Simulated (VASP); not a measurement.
# PbS (Cmcm) in VASP: notebook

Runs on PbS. Level: PBE. Tasks: single point, relaxation of cell and atoms.

Program: VASP 6.6.1. These are calculated values, not measurements. Logs are shortened: lines on timing, memory, paths and dates and some standing lists are left out, and cuts for length are marked.

### 1 The cell of the first run

Symmetry: Cmcm, No. 63, orthorhombic system. Conventional cell: a = 4.160 Å, b = 11.983 Å, c = 4.279 Å, α = 90.00°, β = 90.00°, γ = 90.00°. Within 3.5 Å of Pb (site symmetry m2m) lie 5 S at 2.69 to 2.99 Å. Within 3.5 Å of S (site symmetry m2m) lie 5 Pb at 2.69 to 2.99 Å.

### 2 Single point, PBE

INCAR

```
SYSTEM = PbS
ALGO = Normal ; EDIFF = 1E-6
ENCUT = 520 ; GGA = PE
ISIF = 2 ; ISMEAR = 0
LASPH = .TRUE. ; LCHARG = .FALSE.
LREAL = .FALSE. ; LWAVE = .FALSE.
NBANDS = 28 ; NELM = 80
PREC = Accurate ; SIGMA = 0.011
```

KPOINTS

```
k-points
0
G
  7 7 6
  0 0 0
```

POSCAR

```
PbS
1.0
    2.0799526950     -5.9912968650      0.0000000000
    2.0799526950      5.9912968650      0.0000000000
    0.0000000000      0.0000000000      4.2793209400
Pb S
2 2
Direct
    0.1305633500      0.8694366500      0.2500000000
    0.8694366500      0.1305633500      0.7500000000
    0.3547970900      0.6452029100      0.2500000000
    0.6452029100      0.3547970900      0.7500000000
```

Potentials or basis: VASP PAW PBE potentials, release 64 (Pb_d, S).

The run is started by

```sh
$ cat potpaw_PBE.64/Pb_d/POTCAR potpaw_PBE.64/S/POTCAR > POTCAR
$ mpirun -np 1 vasp_std > vasp.out
```

OUTCAR:

```text
SYSTEM = PbS
   EDIFF = 1E-6
   ENCUT = 520
   GGA = PE
   ISIF = 2
   ISMEAR = 0
   LASPH = .TRUE.
   LREAL = .FALSE.
   NELM = 80
   PREC = Accurate

 ion  position               nearest neighbor table
   1  0.131  0.869  0.250-   3 2.69   4 2.99   4 2.99   4 2.99   4 2.99   2 3.79   2 3.79   2 4.13
                             2 4.13   2 4.13   2 4.13
   2  0.869  0.131  0.750-   4 2.69   3 2.99   3 2.99   3 2.99   3 2.99   1 3.79   1 3.79   1 4.13
                             1 4.13   1 4.13   1 4.13
   3  0.355  0.645  0.250-   1 2.69   2 2.99   2 2.99   2 2.99   2 2.99
   4  0.645  0.355  0.750-   2 2.69   1 2.99   1 2.99   1 2.99   1 2.99

  LATTYP: Found a base centered orthorhombic cell.
 ALAT       =     4.1599053900
 B/A-ratio  =     2.8804966956
 C/A-ratio  =     1.0287063139

  Lattice vectors:

 A1 = (   2.0799526950,  -5.9912968650,   0.0000000000)
 A2 = (   2.0799526950,   5.9912968650,   0.0000000000)
 A3 = (   0.0000000000,   0.0000000000,   4.2793209400)

Analysis of symmetry for initial positions (statically):
=====================================================================
 Subroutine PRICEL returns:
 Original cell was already a primitive cell.

 Routine SETGRP: Setting up the symmetry group for a
 base centered orthorhombic supercell.

 Subroutine GETGRP returns: Found  8 space group operations
 (whereof  4 operations were pure point group operations)
 out of a pool of  8 trial point group operations.

The static configuration has the point symmetry C_2h.
 The point group associated with its full space group is D_2h.

Analysis of symmetry for dynamics (positions and initial velocities):
=====================================================================
 Subroutine PRICEL returns:
 Original cell was already a primitive cell.

 Routine SETGRP: Setting up the symmetry group for a
 base centered orthorhombic supercell.

 Subroutine GETGRP returns: Found  8 space group operations
 (whereof  4 operations were pure point group operations)
 out of a pool of  8 trial point group operations.

The dynamic configuration has the point symmetry C_2h.
 The point group associated with its full space group is D_2h.

 Subroutine INISYM returns: Found  8 space group operations
 (whereof  4 operations are pure point group operations),
 and found     1 'primitive' translations

----------------------------------------------------------------------------------------

                                     Primitive cell

  volume of cell :     106.6545

  direct lattice vectors                    reciprocal lattice vectors
     2.079952695 -5.991296865  0.000000000     0.240390083 -0.083454386  0.000000000
     2.079952695  5.991296865  0.000000000     0.240390083  0.083454386  0.000000000
     0.000000000  0.000000000  4.279320940     0.000000000  0.000000000  0.233681936

  length of vectors
     6.342069168  6.342069168  4.279320940     0.254464195  0.254464195  0.233681936

  position of ions in fractional coordinates (direct lattice)
     0.130563350  0.869436650  0.250000000
     0.869436650  0.130563350  0.750000000
     0.354797090  0.645202910  0.250000000
     0.645202910  0.354797090  0.750000000

  ion indices of the primitive-cell ions
   primitive index   ion index
                 1           1
                 2           2
                 3           3
                 4           4

----------------------------------------------------------------------------------------

 KPOINTS: k-points

Automatic generation of k-mesh.
 Grid dimensions read from file:
 generate k-points for:    7    7    6

 Generating k-lattice:

  Cartesian coordinates                     Fractional coordinates (reciprocal lattice)
     0.034341440 -0.011922055  0.000000000     0.142857143  0.000000000  0.000000000
     0.034341440  0.011922055  0.000000000     0.000000000  0.142857143  0.000000000
     0.000000000  0.000000000  0.038946989     0.000000000  0.000000000  0.166666667

  Length of vectors
     0.036352028  0.036352028  0.038946989

  Shift w.r.t. Gamma in fractional coordinates (k-lattice)
     0.000000000  0.000000000  0.000000000

 Subroutine IBZKPT returns following result:
 ===========================================

 Found     64 irreducible k-points:

 Following reciprocal coordinates:
            Coordinates               Weight
  0.000000  0.000000  0.000000      1.000000
  0.142857 -0.000000  0.000000      4.000000
  0.285714 -0.000000  0.000000      4.000000
  0.428571 -0.000000  0.000000      4.000000
  0.142857  0.142857  0.000000      2.000000
  0.285714  0.142857  0.000000      4.000000
[... 16 lines left out ...]
  0.428571  0.142857  0.166667      8.000000
 -0.428571  0.142857  0.166667      8.000000
 [... further k-points ...]
   k-points           NKPTS =     64   k-points in BZ     NKDIM =     64   number of bands    NBANDS=     28
   number of dos      NEDOS =    301   number of ions     NIONS =      4
   total plane-waves  NPLWV =  73728
   dimension x,y,z NGX =    48 NGY =   48 NGZ =   32
   dimension x,y,z NGXF=    96 NGYF=   96 NGZF=   64
   ions per type =               2   2
   NGX,Y,Z   is equivalent  to a cutoff of  12.58, 12.58, 12.43 a.u.
   NGXF,Y,Z  is equivalent  to a cutoff of  25.16, 25.16, 24.86 a.u.
 SYSTEM =  PbS
   PREC   = accura    normal or accurate (medium, high low for compatibility)
   ISTART =      0    job   : 0-new  1-cont  2-samecut
   ICHARG =      2    charge: 1-file 2-atom 10-const
   ISPIN  =      1    spin polarized calculation?
   LNONCOLLINEAR =      F non collinear calculations
   LSORBIT =      F    spin-orbit coupling
   LASPH  =      T    aspherical Exc in radial PAW
   ENCUT  =  520.0 eV  38.22 Ry    6.18 a.u.  11.79 11.79  7.96*2*pi/ulx,y,z
   NELM   =     80;   NELMIN=  2; NELMDL= -5     # of ELM steps
   EDIFF  = 0.1E-05   stopping-criterion for ELM
   LREAL  =      F    real-space projection
   EDIFFG = 0.1E-04   stopping-criterion for IOM
   NSW    =      0    number of steps for IOM
   IBRION =     -1    ionic relax: 0-MD 1-quasi-New 2-CG
   NFREE  =      0    steps in history (QN), initial steepest desc. (CG)
   ISIF   =      2    stress and relaxation
   ISYM   =      2    0-nonsym 1-usesym 2-fastsym
   POTIM  = 0.5000    time-step for ionic-motion
   TEBEG  =    0.0;   TEEND  =   0.0 temperature during run
   PSTRESS=    0.0 pullay stress
   NELECT =      40.0000    total number of electrons
   NUPDOWN=      -1.0000    fix difference up-down
   EMIN   =  10.00;   EMAX   =-10.00  energy-range for DOS
   EFERMI =   0.00;   METHOD = LEGACY
   ISMEAR =     0;   SIGMA  =   0.01  broadening in eV -4-tet -1-fermi 0-gaus
   EFERMI_NEDOS =   21; number of points for ismear=-14 and -15
   IALGO  =     38    algorithm
   IMIX   =      4    mixing-type and parameters
     AMIX     =   0.40;   BMIX     =  1.00
     AMIX_MAG =   1.60;   BMIX_MAG =  1.00
  volume/ion in A,a.u.               =      26.66       179.94
  Fermi-wavevector in a.u.,A,eV,Ry     =   1.180597  2.231005 18.963935  1.393810
  Thomas-Fermi vector in A             =   2.316887
   LORBIT       =      0    0 simple, 1 ext, 2 COOP (PROOUT), +10 PAW based schemes
   GGA     = PE    functional components
   LHFCALC =     F    Hartree Fock is set to
   AEXX    =    0.0000 exact exchange contribution
   IVDW    =     0    specifies the selected vdW correction
   LEPSILON=     F    determine dielectric tensor
   LRPA    =     F    only Hartree local field effects (RPA)
 non-spin polarized calculation
 Gauss-broadening in eV      SIGMA  =   0.01
  energy-cutoff  :      520.00
  volume of cell :      106.65
 maximum number of plane-waves:      2892
   NGX = 23   NGY = 23   NGZ = 15

 number of electron      40.0000007 magnetization

 Free energy of the ion-electron system (eV)
  ---------------------------------------------------
  ext. energy  EPLUGINS =         0.00000000
  ---------------------------------------------------
  free energy    TOTEN  =       -17.37659985 eV

  energy without entropy =      -17.37659985  energy(sigma->0) =      -17.37659985

 E-fermi :   4.9610     XC(G=0):  -9.5797

 val. band max:        4.8587329243   @ k =  -0.4286   0.4286   0.3333
 cond. band min:       6.1137653740   @ k =   0.4286   0.4286   0.0000
 fundamental gap:      1.2550324497
 Fermi energy:         4.9610385746

 k-point     1 :       0.0000    0.0000    0.0000
  band No.  band energies     occupation
      1     -11.4647      2.00000
      2     -11.3695      2.00000
      3     -11.3620      2.00000
      4     -11.3575      2.00000
      5     -11.3225      2.00000
      6     -11.3192      2.00000
[... 20 lines left out ...]
     27      11.0271      0.00000
     28      11.9129      0.00000

 k-point     2 :       0.1429   -0.0000    0.0000
  band No.  band energies     occupation
      1     -11.4528      2.00000
      2     -11.3641      2.00000
      3     -11.3560      2.00000
      4     -11.3509      2.00000
      5     -11.3255      2.00000
      6     -11.3248      2.00000
[... 20 lines left out ...]
     27      11.2526      0.00000
     28      12.3011      0.00000

 k-point     3 :       0.2857   -0.0000    0.0000
  band No.  band energies     occupation
      1     -11.4238      2.00000
      2     -11.3553      2.00000
      3     -11.3551      2.00000
      4     -11.3400      2.00000
      5     -11.3316      2.00000
      6     -11.3293      2.00000
[... 20 lines left out ...]
     27      12.3015      0.00000
     28      12.9645      0.00000

 k-point     4 :       0.4286   -0.0000    0.0000
  band No.  band energies     occupation
      1     -11.3918      2.00000
      2     -11.3643      2.00000
      3     -11.3572      2.00000
      4     -11.3523      2.00000
      5     -11.3304      2.00000
      6     -11.3268      2.00000
[... 578 lines left out ...]
     27      11.8124      0.00000
     28      13.0028      0.00000

 k-point    23 :       0.4286    0.1429    0.1667
  band No.  band energies     occupation
      1     -11.4066      2.00000
      2     -11.3904      2.00000
      3     -11.3599      2.00000
      4     -11.3382      2.00000
      5     -11.3285      2.00000
      6     -11.3212      2.00000
[... 20 lines left out ...]
     27      12.1796      0.00000
     28      12.9890      0.00000

 k-point    24 :      -0.4286    0.1429    0.1667
  band No.  band energies     occupation
      1     -11.4228      2.00000
      2     -11.3696      2.00000
      3     -11.3555      2.00000
      4     -11.3397      2.00000
      5     -11.3308      2.00000
      6     -11.3234      2.00000
[... 20 lines left out ...]
     27      12.4033      0.00000
     28      13.1781      0.00000

 [... further k-points ...]

------------------------ aborting loop because EDIFF is reached ----------------------------------------

  FORCE on cell =-STRESS in cart. coord.  units (eV):
  Direction    XX          YY          ZZ          XY          YZ          ZX
  --------------------------------------------------------------------------------------
  -------------------------------------------------------------------------------------
  Total        0.5978926      0.8508655      0.5504325      0.0000000      0.0000000      0.0000000
  in kB        8.9816191     12.7818098      8.2686674      0.0000000      0.0000000      0.0000000
  external PRESSURE =      10.0106988 kB  Pullay stress =       0.0000000 kB

 VOLUME and BASIS-vectors are now :
 -----------------------------------------------------------------------------
  energy-cutoff  :      520.00
  volume of cell :      106.65
      direct lattice vectors                 reciprocal lattice vectors
     2.079952695 -5.991296865  0.000000000     0.240390083 -0.083454386  0.000000000
     2.079952695  5.991296865  0.000000000     0.240390083  0.083454386  0.000000000
     0.000000000  0.000000000  4.279320940     0.000000000  0.000000000  0.233681936

 POSITION                                       TOTAL-FORCE (eV/Angst)
 -----------------------------------------------------------------------------------
      2.07995      4.42681      1.06983         0.000000      0.069979      0.000000
      2.07995     -4.42681      3.20949         0.000000     -0.069979     -0.000000
      2.07995      1.73991      1.06983         0.000000     -0.102724      0.000000
      2.07995     -1.73991      3.20949         0.000000      0.102724      0.000000
 -----------------------------------------------------------------------------------
    total drift:                               -0.000000     -0.000000      0.000000

  FREE ENERGIE OF THE ION-ELECTRON SYSTEM (eV)
  ---------------------------------------------------
  free  energy   TOTEN  =       -17.3765998536 eV

  energy  without entropy=      -17.3765998536  energy(sigma->0) =      -17.37659985
```

Wall time 3.2 min (1 thread of Intel Xeon 6975P-C, shared host); peak memory 0.35 GiB.

Results:

```yaml
Free_energy: -17.3766 eV
Pressure: 1.0 GPa
Largest_force: 0.103 eV/Å
Band_gap_on_the_k_mesh: 1.26 eV, indirect (least direct gap 1.43 eV)
```

Forces on the atoms (eV/Å):
```
Pb   0.000  0.070  0.000
Pb   0.000 -0.070  0.000
S    0.000 -0.103  0.000
S    0.000  0.103  0.000
```

Stress tensor (GPa, compression positive):
```
0.90 0.00 0.00
0.00 1.28 0.00
0.00 0.00 0.83
```

Levels at points of the mesh, in eV from the valence-band top:
```csv
k point,band 17,band 18,band 19,band 20,band 21,band 22,band 23,band 24
"(0.00, 0.00, 0.00)",-2.30,-1.58,-1.40,-0.42,4.73,4.80,4.95,5.65
"(0.00, 0.00, 0.50)",-1.04,-1.04,-0.04,-0.04,1.89,1.89,2.87,2.87
```

Caveat: spin-orbit coupling is left out, which moves the levels of the heavy elements. A k mesh can miss the band edges.

### 3 Single point, PBE

This run uses another cell than the first one, of 27.53 Å³/atom, 1.032 times its volume.

INCAR

```
  PREC = Accurate
  ENCUT = 520
  EDIFF = 1E-7
  ISMEAR = -1
  SIGMA = 0.05
  LREAL = False
  LASPH = True
  NELM = 60
  ALGO = Normal
  ISIF = 2
  LWAVE = False
  LCHARG = True
  GGA = PE
  LELF = True
  LVHAR = True
  NBANDS = 28
```

KPOINTS

```
regular mesh
0
Gamma
  7 7 6
```

POSCAR

```
PbS
1.0
    2.0962613434     -6.1129669253      0.0000000000
    2.0962613434      6.1129669253      0.0000000000
    0.0000000000      0.0000000000      4.2967445404
Pb S
2 2
Direct
    0.1330179405      0.8669820595      0.2500000000
    0.8669820595      0.1330179405      0.7500000000
    0.3544228063      0.6455771937      0.2500000000
    0.6455771937      0.3544228063      0.7500000000
```

Potentials or basis: VASP PAW PBE potentials, release 64 (Pb_d, S).

The run is started by

```sh
$ cat potpaw_PBE.64/Pb_d/POTCAR potpaw_PBE.64/S/POTCAR > POTCAR
$ mpirun -np 1 vasp_std > vasp.out
```

Wall time 4.1 min (1 thread of Intel Xeon 6975P-C, shared host); peak memory 0.35 GiB.

It converged, with:

```yaml
Free_energy: -17.3869 eV
Pressure: -0.1 GPa
Largest_force: 0.009 eV/Å
Band_gap_on_the_k_mesh: 1.28 eV, indirect (least direct gap 1.41 eV)
```

Forces in eV/Å, atoms in the order of the input:
```
Pb   0.000 -0.009  0.000
Pb   0.000  0.009  0.000
S    0.000 -0.006  0.000
S    0.000  0.006  0.000
```

Levels at points of the mesh, in eV from the valence-band top:
| k point | band 18 | band 19 | band 20 | band 21 | band 22 | band 23 |
| --- | --- | --- | --- | --- | --- | --- |
| (0.00, 0.00, 0.00) | -1.50 | -1.35 | -0.38 | 4.68 | 4.83 | 4.97 |
| (0.00, 0.00, 0.50) | -1.00 | -0.04 | -0.04 | 1.90 | 1.90 | 2.88 |

Caveat: spin-orbit coupling is left out, which moves the levels of the heavy elements.

[end of part 1 of 2]
